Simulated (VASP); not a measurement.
The system is BeS.

```
CELL_PARAMETERS angstrom
0.00000 2.39223 2.39223
2.39223 0.00000 2.39223
2.39223 2.39223 0.00000
ATOMIC_POSITIONS crystal
S 0.75000 0.75000 0.75000
Be 0.00000 0.00000 0.00000
```

Base run:

```yaml
Program: VASP 6.6.1
Functional: PBE0
Potentials_or_basis: VASP PAW PBE potentials, release 64 (S, Be)
Cutoff: 520 eV
k_mesh: 6 × 6 × 6
Occupations: fermi-dirac, width 0.05 eV
Spin: no spin polarisation
```

Its results: band gap on the k mesh 4.68 eV, indirect (least direct gap 7.60 eV); pressure 4.4 GPa.

**Question.** The run is repeated on the same cell with these changes: k mesh from 6 × 6 × 6 to 5 × 5 × 5; occupations from fermi-dirac, width 0.05 eV to gaussian, width 0.1 eV. What comes out?

**Answer.** Band gap on the k mesh 5.03 eV, indirect (least direct gap 7.61 eV); pressure 4.5 GPa.

Caveats: some runs use coarse meshes; the PAW data sets were made with another functional, which shifts forces and pressure a little.

A k mesh can miss the band edges.
